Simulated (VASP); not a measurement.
# Nb5N (P-6m2) in VASP: single point with PBE

Aim: the single point of Nb5N with PBE.

All numbers are computed with VASP 6.6.1; they aren't measurements. Logs are shortened: lines on timing, memory, paths and dates and some standing lists are left out, and cuts for length are marked.

## (1) The cell of the first run

It takes space group P-6m2 (No. 187, hexagonal). Conventional cell: a = 3.337 Å, b = 3.337 Å, c = 11.223 Å, α = 90.00°, β = 90.00°, γ = 120.00°. Nb (site symmetry -6m2) has 3 N at 1.93 Å within 2.6 Å. Within 3.1 Å of Nb (site symmetry 3m) lie 1 N at 2.32 Å and 6 Nb at 2.83 to 3.02 Å. Nb (site symmetry 3m) has 4 Nb at 2.45 to 2.83 Å within 3.2 Å. N (site symmetry -6m2) has 5 Nb at 1.93 to 2.32 Å within 2.6 Å.

## (2) Single point, PBE

POSCAR reads:

```
Nb5N
1.0
    3.3370852277      0.0000000000      0.0000000000
   -1.6685426138      2.8900005817      0.0000000000
    0.0000000000      0.0000000000     11.2227361928
Nb N
5 1
Direct
    0.6666666667      0.3333333333      0.0000000000
    0.0000000000      0.0000000000      0.7932962346
    0.0000000000      0.0000000000      0.2067037654
    0.6666666667      0.3333333333      0.3908158801
    0.6666666667      0.3333333333      0.6091841199
    0.0000000000      0.0000000000      0.0000000000
```

INCAR.step1 reads:

```
SYSTEM = Nb5N
PREC = Accurate
ENCUT = 520
EDIFF = 1E-7
ISMEAR = 0
SIGMA = 0.1
LREAL = .False.
LASPH = .True.
NELM = 80
ALGO = Normal
ISIF = 2
LWAVE = .False.
LCHARG = .True.
LMAXMIX = 4
GGA = PE
NBANDS = 44
```

KPOINTS.step1 reads:

```
Automatic mesh
0
Gamma
  12 12 4
  0 0 0
```

INCAR.step2 reads:

```
SYSTEM = Nb5N
PREC = Accurate
ENCUT = 520
EDIFF = 1E-7
ISMEAR = -5
SIGMA = 0.1
LREAL = .False.
LASPH = .True.
NELM = 80
ALGO = Normal
ISIF = 2
LWAVE = .False.
LCHARG = .False.
LMAXMIX = 4
GGA = PE
LORBIT = 11
NEDOS = 2001
ICHARG = 11
```

KPOINTS.step2 reads:

```
Automatic mesh
0
Gamma
  18 18 6
  0 0 0
```

Potentials or basis: VASP PAW PBE potentials, release 64 (Nb_sv, N).

The run is started by

```
> cat potpaw_PBE.64/Nb_sv/POTCAR potpaw_PBE.64/N/POTCAR > POTCAR
> cp INCAR.step1 INCAR
> cp KPOINTS.step1 KPOINTS
> mpirun -np 1 vasp_std > vasp.out
> cp INCAR.step2 INCAR
> cp KPOINTS.step2 KPOINTS
> mpirun -np 1 vasp_std > vasp.out
```

OUTCAR:

```text
SYSTEM = Nb5N
   PREC = Accurate
   ENCUT = 520
   EDIFF = 1E-7
   ISMEAR = -5
   LREAL = .False.
   LASPH = .True.
   NELM = 80
   ISIF = 2
   GGA = PE
   LORBIT = 11
   ICHARG = 11

 ion  position               nearest neighbor table
   1  0.667  0.333  0.000-   6 1.93   6 1.93   6 1.93   2 3.02   3 3.02   3 3.02   2 3.02   3 3.02
                             2 3.02
   2  0.000  0.000  0.793-   6 2.32   5 2.83   5 2.83   5 2.83   1 3.02   1 3.02   1 3.02
   3  0.000  0.000  0.207-   6 2.32   4 2.83   4 2.83   4 2.83   1 3.02   1 3.02   1 3.02
   4  0.667  0.333  0.391-   5 2.45   3 2.83   3 2.83   3 2.83
   5  0.667  0.333  0.609-   4 2.45   2 2.83   2 2.83   2 2.83
   6  0.000  0.000  0.000-   1 1.93   1 1.93   1 1.93   3 2.32   2 2.32

  LATTYP: Found a hexagonal cell.
 ALAT       =     3.3370852277
 C/A-ratio  =     3.3630355316

  Lattice vectors:

 A1 = (   3.3370852277,   0.0000000000,   0.0000000000)
 A2 = (  -1.6685426138,   2.8900005817,   0.0000000000)
 A3 = (   0.0000000000,   0.0000000000,  11.2227361928)

Analysis of symmetry for initial positions (statically):
=====================================================================
 Subroutine PRICEL returns:
 Original cell was already a primitive cell.

 Routine SETGRP: Setting up the symmetry group for a
 hexagonal supercell.

 Subroutine GETGRP returns: Found 12 space group operations
 (whereof 12 operations were pure point group operations)
 out of a pool of 24 trial point group operations.

The static configuration has the point symmetry D_3h.

Analysis of symmetry for dynamics (positions and initial velocities):
=====================================================================
 Subroutine PRICEL returns:
 Original cell was already a primitive cell.

 Routine SETGRP: Setting up the symmetry group for a
 hexagonal supercell.

 Subroutine GETGRP returns: Found 12 space group operations
 (whereof 12 operations were pure point group operations)
 out of a pool of 24 trial point group operations.

The dynamic configuration has the point symmetry D_3h.

 Subroutine INISYM returns: Found 12 space group operations
 (whereof 12 operations are pure point group operations),
 and found     1 'primitive' translations

----------------------------------------------------------------------------------------

                                     Primitive cell

  volume of cell :     108.2341

  direct lattice vectors                    reciprocal lattice vectors
     3.337085228  0.000000000  0.000000000     0.299662709  0.173010346  0.000000000
    -1.668542614  2.890000582  0.000000000     0.000000000  0.346020692  0.000000000
     0.000000000  0.000000000 11.222736193     0.000000000  0.000000000  0.089104830

  length of vectors
     3.337085228  3.337085228 11.222736193     0.346020692  0.346020692  0.089104830

  position of ions in fractional coordinates (direct lattice)
     0.666666667  0.333333333  0.000000000
     0.000000000  0.000000000  0.793296235
     0.000000000  0.000000000  0.206703765
     0.666666667  0.333333333  0.390815880
     0.666666667  0.333333333  0.609184120
     0.000000000  0.000000000  0.000000000

  ion indices of the primitive-cell ions
   primitive index   ion index
                 1           1
                 2           2
                 3           3
                 4           4
                 5           5
                 6           6

----------------------------------------------------------------------------------------

 KPOINTS: Automatic mesh

Automatic generation of k-mesh.
 Grid dimensions read from file:
 generate k-points for:   18   18    6

 Generating k-lattice:

  Cartesian coordinates                     Fractional coordinates (reciprocal lattice)
     0.016647928  0.009611686  0.000000000     0.055555556  0.000000000  0.000000000
     0.000000000  0.019223372  0.000000000     0.000000000  0.055555556  0.000000000
     0.000000000  0.000000000  0.014850805     0.000000000  0.000000000  0.166666667

  Length of vectors
     0.019223372  0.019223372  0.014850805

  Shift w.r.t. Gamma in fractional coordinates (k-lattice)
     0.000000000  0.000000000  0.000000000

 TETIRR: Found   1977 inequivalent tetrahedra from    11664

 Subroutine IBZKPT returns following result:
 ===========================================

 Found    148 irreducible k-points:

 Following reciprocal coordinates:
            Coordinates               Weight
  0.000000  0.000000  0.000000      1.000000
  0.055556  0.000000  0.000000      6.000000
  0.111111  0.000000  0.000000      6.000000
  0.166667  0.000000  0.000000      6.000000
  0.222222  0.000000  0.000000      6.000000
  0.277778  0.000000  0.000000      6.000000
[... 16 lines left out ...]
  0.333333  0.111111  0.000000     12.000000
  0.388889  0.111111  0.000000     12.000000
 [... further k-points ...]
   k-points           NKPTS =    148   k-points in BZ     NKDIM =    148   number of bands    NBANDS=     42
   number of dos      NEDOS =   2001   number of ions     NIONS =      6
   total plane-waves  NPLWV =  65856
   dimension x,y,z NGX =    28 NGY =   28 NGZ =   84
   dimension x,y,z NGXF=    56 NGYF=   56 NGZF=  168
   ions per type =               5   1
   NGX,Y,Z   is equivalent  to a cutoff of  13.95, 13.95, 12.44 a.u.
   NGXF,Y,Z  is equivalent  to a cutoff of  27.90, 27.90, 24.89 a.u.
 SYSTEM =  Nb5N
   PREC   = accura    normal or accurate (medium, high low for compatibility)
   ISTART =      0    job   : 0-new  1-cont  2-samecut
   ICHARG =     11    charge: 1-file 2-atom 10-const
   ISPIN  =      1    spin polarized calculation?
   LNONCOLLINEAR =      F non collinear calculations
   LSORBIT =      F    spin-orbit coupling
   LASPH  =      T    aspherical Exc in radial PAW
   ENCUT  =  520.0 eV  38.22 Ry    6.18 a.u.   6.20  6.20 20.87*2*pi/ulx,y,z
   NELM   =     80;   NELMIN=  2; NELMDL=  0     # of ELM steps
   EDIFF  = 0.1E-06   stopping-criterion for ELM
   LREAL  =      F    real-space projection
   EDIFFG = 0.1E-05   stopping-criterion for IOM
   NSW    =      0    number of steps for IOM
   IBRION =     -1    ionic relax: 0-MD 1-quasi-New 2-CG
   NFREE  =      0    steps in history (QN), initial steepest desc. (CG)
   ISIF   =      2    stress and relaxation
   ISYM   =      2    0-nonsym 1-usesym 2-fastsym
   POTIM  = 0.5000    time-step for ionic-motion
   TEBEG  =    0.0;   TEEND  =   0.0 temperature during run
   PSTRESS=    0.0 pullay stress
   NELECT =      70.0000    total number of electrons
   NUPDOWN=      -1.0000    fix difference up-down
   EMIN   =  10.00;   EMAX   =-10.00  energy-range for DOS
   EFERMI =   0.00;   METHOD = LEGACY
   ISMEAR =    -5;   SIGMA  =   0.10  broadening in eV -4-tet -1-fermi 0-gaus
   EFERMI_NEDOS =   21; number of points for ismear=-14 and -15
   IALGO  =     38    algorithm
   IMIX   =      4    mixing-type and parameters
     AMIX     =   0.40;   BMIX     =  1.00
     AMIX_MAG =   1.60;   BMIX_MAG =  1.00
  volume/ion in A,a.u.               =      18.04       121.73
  Fermi-wavevector in a.u.,A,eV,Ry     =   1.415749  2.675377 27.270762  2.004344
  Thomas-Fermi vector in A             =   2.537155
   LORBIT       =     11    0 simple, 1 ext, 2 COOP (PROOUT), +10 PAW based schemes
   GGA     = PE    functional components
   LHFCALC =     F    Hartree Fock is set to
   AEXX    =    0.0000 exact exchange contribution
   IVDW    =     0    specifies the selected vdW correction
   LEPSILON=     F    determine dielectric tensor
   LRPA    =     F    only Hartree local field effects (RPA)
 non-spin polarized calculation
 Fermi weights with tetrahedron method with Bloechl corrections
  energy-cutoff  :      520.00
  volume of cell :      108.23
 maximum number of plane-waves:      2944
 NGX is ok and might be reduce to    28

 number of electron      69.9999999 magnetization

 Free energy of the ion-electron system (eV)
  ---------------------------------------------------
  ext. energy  EPLUGINS =         0.00000000
  ---------------------------------------------------
  free energy    TOTEN  =       -58.75053037 eV

  energy without entropy =      -58.75053037  energy(sigma->0) =      -58.75053037

 E-fermi :   9.5595     XC(G=0): -11.8081

 val. band max:        9.6211087161   @ k =   0.0000   0.0000   0.5000
 cond. band min:       9.5398857805   @ k =   0.0000   0.0000   0.3333
 fundamental gap:     -0.0812229357
 Fermi energy:         9.5595217877

 k-point     1 :       0.0000    0.0000    0.0000
  band No.  band energies     occupation
      1     -45.2855      2.00000
      2     -45.1338      2.00000
      3     -45.1054      2.00000
      4     -44.9709      2.00000
      5     -44.7601      2.00000
      6     -21.9516      2.00000
[... 34 lines left out ...]
     41      11.2113      0.00000
     42      11.2236      0.00000

 k-point     2 :       0.0556    0.0000    0.0000
  band No.  band energies     occupation
      1     -45.2834      2.00000
      2     -45.1322      2.00000
      3     -45.1039      2.00000
      4     -44.9713      2.00000
      5     -44.7598      2.00000
      6     -21.9502      2.00000
[... 34 lines left out ...]
     41      11.1081      0.00000
     42      11.3264      0.00000

 k-point     3 :       0.1111    0.0000    0.0000
  band No.  band energies     occupation
      1     -45.2775      2.00000
      2     -45.1273      2.00000
      3     -45.0994      2.00000
      4     -44.9723      2.00000
      5     -44.7589      2.00000
      6     -21.9470      2.00000
[... 897 lines left out ...]
      4     -44.9937      2.00000
      5     -44.7516      2.00000
      6     -22.1270      2.00000
[... 34 lines left out ...]
     41      11.7803      0.00000
     42      12.3168      0.00000

 k-point    24 :       0.3889    0.1111    0.0000
  band No.  band energies     occupation
      1     -45.2151      2.00000
      2     -45.0635      2.00000
      3     -45.0526      2.00000
      4     -44.9988      2.00000
      5     -44.7510      2.00000
      6     -22.1701      2.00000
[... 34 lines left out ...]
     41      12.0008      0.00000
     42      12.5164      0.00000

 [... further k-points ...]
[... 5 lines left out ...]
  --------------------------------------------------------------------------------------
  -------------------------------------------------------------------------------------
  Total       -0.2196582     -0.2196582     -0.2741357     -0.0000000      0.0000000      0.0000000
  in kB       -3.2515761     -3.2515761     -4.0580022     -0.0000000      0.0000000      0.0000000
  external PRESSURE =      -3.5203848 kB  Pullay stress =       0.0000000 kB

 VOLUME and BASIS-vectors are now :
 -----------------------------------------------------------------------------
  energy-cutoff  :      520.00
  volume of cell :      108.23
      direct lattice vectors                 reciprocal lattice vectors
     3.337085228  0.000000000  0.000000000     0.299662709  0.173010346  0.000000000
    -1.668542614  2.890000582  0.000000000     0.000000000  0.346020692  0.000000000
     0.000000000  0.000000000 11.222736193     0.000000000  0.000000000  0.089104830

 POSITION                                       TOTAL-FORCE (eV/Angst)
 -----------------------------------------------------------------------------------
      1.66854      0.96333      0.00000         0.000000     -0.000000      0.000000
      0.00000      0.00000      8.90295         0.000000     -0.000000      0.000267
      0.00000      0.00000      2.31978         0.000000     -0.000000     -0.000267
      1.66854      0.96333      4.38602        -0.000000      0.000000     -0.040692
      1.66854      0.96333      6.83671        -0.000000      0.000000      0.040692
      0.00000      0.00000      0.00000         0.000000     -0.000000      0.000000
 -----------------------------------------------------------------------------------
    total drift:                               -0.006045      0.003490     -0.000000

  FREE ENERGIE OF THE ION-ELECTRON SYSTEM (eV)
  ---------------------------------------------------
  free  energy   TOTEN  =       -58.7505303673 eV

  energy  without entropy=      -58.7505303673  energy(sigma->0) =      -58.75053037

 total charge

# of ion       s       p       d       tot
------------------------------------------
    1        2.209   6.081   2.641  10.931
    2        2.192   5.999   2.390  10.581
    3        2.192   5.999   2.390  10.581
    4        2.218   5.960   2.512  10.690
    5        2.218   5.960   2.512  10.690
    6        1.278   2.605   0.000   3.883
--------------------------------------------------
tot         12.306  32.604  12.445  57.355
```

Run time: 11 min. Hardware: 1 thread of AMD EPYC 9R45 (Zen 5), shared host; peak memory 0.56 GiB.

Results:

| Quantity | Value |
| --- | --- |
| Valence electrons inside the program's atomic spheres | Nb 10.93, 10.58, 10.69 (each value once); N 3.88 |

Levels at points of the mesh, in eV from the Fermi level:
| k point | band 31 | band 32 | band 33 | band 34 | band 35 | band 36 | band 37 | band 38 | band 39 | band 40 |
| --- | --- | --- | --- | --- | --- | --- | --- | --- | --- | --- |
| (0.00, 0.00, 0.00) | -0.47 | -0.46 | -0.46 | -0.23 | -0.23 | 0.17 | 0.17 | 0.92 | 1.40 | 1.41 |
| (0.50, 0.00, 0.00) | -1.05 | -0.81 | -0.63 | -0.53 | 0.26 | 0.69 | 1.57 | 1.65 | 2.08 | 2.21 |
| (0.00, 0.00, 0.50) | -0.47 | -0.47 | -0.31 | 0.06 | 0.06 | 0.33 | 0.33 | 0.48 | 0.76 | 0.76 |
| (0.50, 0.00, 0.50) | -1.12 | -0.94 | -0.69 | -0.38 | 0.21 | 0.50 | 1.12 | 1.36 | 2.34 | 2.72 |
